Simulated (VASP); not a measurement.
Here is a VASP 6.6.1 calculation.

Contents of INCAR:

```
SYSTEM = Ta2AlF3
PREC = Accurate
ENCUT = 600
EDIFF = 1E-6
ISMEAR = 0
SIGMA = 0.1
LREAL = .False.
LASPH = .True.
NELM = 60
ALGO = Normal
ISIF = 3
LWAVE = .False.
LCHARG = .False.
GGA = PE
IBRION = 2
NSW = 90
EDIFFG = -0.04
```

The input KPOINTS:

```
regular mesh
0
Gamma
  3 3 6
  0 0 0
```

The input POSCAR:

```
Ta2AlF3
1.0
    6.3695961034      0.0000000000      0.0000000000
   -3.1847980517      5.5162320374      0.0000000000
    0.0000000000      0.0000000000      2.7311491638
Ta Al F
2 1 3
Direct
    0.3333333333      0.6666666667      0.5000000000
    0.6666666667      0.3333333333      0.5000000000
    0.0000000000      0.0000000000      0.5000000000
    0.3309308211      0.0000000000      0.5000000000
    0.0000000000      0.3309308211      0.5000000000
    0.6690691789      0.6690691789      0.5000000000
```

Potentials or basis: VASP PAW PBE potentials, release 64 (Ta_pv, Al, F).

Launch:

```sh
$ cat potpaw_PBE.64/Ta_pv/POTCAR potpaw_PBE.64/Al/POTCAR potpaw_PBE.64/F/POTCAR > POTCAR
$ mpirun -np 1 vasp_std > vasp.out
```

What does it give for the band gap on the k mesh?

Zero (bands 23 and 24 overlap by 0.20 eV).

Estimate the relaxed cell.

a = 6.451 Å, b = 6.451 Å, c = 2.574 Å, α = 90.00°, β = 90.00°, γ = 120.00°.

Estimate the relaxed volume.

15.46 Å³/atom.

Final structure:
```xyz
6
Lattice="6.4505 0.0000 0.0000 -3.2253 5.5863 0.0000 0.0000 0.0000 2.5735" Properties=species:S:1:pos:R:3 pbc="T T T"
Ta    0.0000    3.7242    1.2868
Ta    3.2253    1.8621    1.2868
Al    0.0000    0.0000    1.2868
F     2.1928    0.0000    1.2868
F    -1.0964    1.8990    1.2868
F     2.1289    3.6873    1.2868
```

Caveat: the k points lie up to 0.41 Å⁻¹ apart in the final cell; spin-orbit coupling is left out, which moves the levels of the heavy elements.
